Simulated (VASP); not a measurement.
Write the native input for VASP 6.6.1 that does the following.

| Item | Value |
| --- | --- |
| Task | single point |
| Functional | PBE |
| Potentials or basis | VASP PAW PBE potentials, release 64 (Ta_pv, In_d) |
| Cutoff | 520 eV |
| k mesh | 6 × 4 × 6 |
| Occupations | gaussian, width 0.2 eV |
| Spin | no spin polarisation |
| Dipole correction | no |
| Further INCAR settings | ALGO = Fast; EDIFF = 1e-07; NBANDS = 68 |

The structure of Ta4In lies in POSCAR:

```
Ta4In
1.0
    0.0005558265     -3.4366747132     -0.0000875932
    6.9254925940      0.0003063432      0.0005844144
   -1.7306926154      1.7180288859      7.9351637428
Ta In
8 2
Direct
    0.1995404280      0.0997391641      0.3990189931
    0.1995190375      0.5997303571      0.3989965264
    0.6054362939      0.3027082523      0.2109304911
    0.6054257797      0.8026701510      0.2108784204
    0.3945525122      0.1973049493      0.7890713154
    0.3945956557      0.6973311893      0.7891239272
    0.8004591427      0.4002508140      0.6009755205
    0.8004768056      0.9002563012      0.6010066183
    0.0000164219      0.0000190949      0.0000195760
   -0.0000220773      0.4999897268     -0.0000213884
```

The input as run:

INCAR

```
PREC = Accurate
ENCUT = 520
EDIFF = 1E-7
ISMEAR = 0
SIGMA = 0.2
LREAL = F
LASPH = T
NELM = 60
ALGO = Fast
ISIF = 2
LWAVE = F
LCHARG = F
GGA = PE
NBANDS = 68
```

KPOINTS

```
Automatic mesh
0
Gamma
  6 4 6
```

Potentials or basis: VASP PAW PBE potentials, release 64 (Ta_pv, In_d).

Launch:

```bash
$ cat potpaw_PBE.64/Ta_pv/POTCAR potpaw_PBE.64/In_d/POTCAR > POTCAR
$ mpirun -np 1 vasp_std > vasp.out
```

It gave:

* Pressure: 0.0 GPa
* Largest force: 0.018 eV/Å
* Band gap on the k mesh: zero (bands 57 and 58 overlap by 1.07 eV)

Caveat: spin-orbit coupling is left out, which moves the levels of the heavy elements.

Run time: 14 min on 1 thread of Intel(R) Xeon(R) 6975P-C (Granite Rapids) (shared host), peak memory 0.8 GiB.
